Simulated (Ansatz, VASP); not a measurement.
Mg2B3: VASP beside Ansatz

The input INCAR:

```
SYSTEM = Mg2B3
ALGO     = Normal         ! electronic algorithm
EDIFF    = 1E-6           ! SCF threshold, eV
EDIFFG   = -0.01          ! ionic threshold
ENCUT    = 600            ! plane-wave cutoff, eV
GGA      = PE             ! functional
IBRION   = 2              ! ionic algorithm
ISIF     = 3              ! what is computed and relaxed
ISMEAR   = 0              ! smearing method
LASPH    = .True.         ! aspherical terms in the spheres
LCHARG   = .False.        ! write CHGCAR
LREAL    = .False.        ! projectors in reciprocal space
LWAVE    = .False.        ! write WAVECAR
NELM     = 60             ! most SCF steps
NSW      = 100            ! ionic steps
PREC     = Accurate       ! precision mode
SIGMA    = 0.1            ! smearing width, eV
```

Contents of KPOINTS:

```
k-points
0
Gamma
  10 10 10
  0 0 0
```

File POSCAR:

```
Mg2B3
1.0
    4.2952927650      0.0000000000      0.0000000000
    0.0000000000      4.2952927650      0.0000000000
    0.0000000000      0.0000000000      4.2952927650
Mg B
2 3
Direct
    0.5000000000      0.5000000000      0.5000000000
    0.0000000000      0.0000000000      0.0000000000
    0.0000000000      0.5000000000      0.5000000000
    0.5000000000      0.0000000000      0.5000000000
    0.5000000000      0.5000000000      0.0000000000
```

Input for Ansatz:

```yaml
crystal:
  lattice:
    - [4.295292765, 0.0, 0.0]
    - [0.0, 4.295292765, 0.0]
    - [0.0, 0.0, 4.295292765]
  atoms:
    - { symbol: Mg, position: [0.5, 0.5, 0.5] }
    - { symbol: Mg, position: [0.0, 0.0, 0.0] }
    - { symbol: B, position: [0.0, 0.5, 0.5] }
    - { symbol: B, position: [0.5, 0.0, 0.5] }
    - { symbol: B, position: [0.5, 0.5, 0.0] }
basis:
  ecutwfc: 420
kpoints:
  mp_grid: { grid: [10, 10, 10] }
hamiltonian:
  xc: pbe
scf:
  occupations: { method: gaussian, width: 0.1 }
output:
  forces: true
  stress: true
  eigenvalues: true
relax:
  adjacent_minimum: "off"
  f_tol: 0.01
  max_steps: 80
  cell: { stress_tol: 0.05 }
```

Alike in both runs: task relaxation of cell and atoms; functional PBE; k mesh 10 × 10 × 10; occupations gaussian, width 0.1 eV; no spin polarisation.

```csv
,VASP,Ansatz
version,VASP 6.6.1,Ansatz 0.2.0
potentials or method,"VASP PAW PBE potentials, release 64 (Mg, B), cutoff 600 eV","scalar-relativistic, plane waves, PAW"
valence electrons in the cell,13,29
```

Ansatz gave:

```
gap on the k mesh at the Fermi level, each at its own relaxed structure (eV)  : none
relaxed volume (Å³/atom)                                                      : 15.81
relaxed length of the cell vector where the two differ most in proportion (Å) : 4.292
```

Problem. What did VASP give for the same quantities?

Solution. gap on the k mesh at the Fermi level, each at its own relaxed structure (eV): none; relaxed volume (Å³/atom): 15.85; relaxed length of the cell vector where the two differ most in proportion (Å): 4.295.

A gap of «none» marks a metal or a gap that the smearing closes. VASP's potentials hold 13 valence electrons a cell and Ansatz's 29, so a difference there can come from the potentials and not from the codes.

Noted on VASP's run: the relaxation stopped at its first step, so nothing moved.
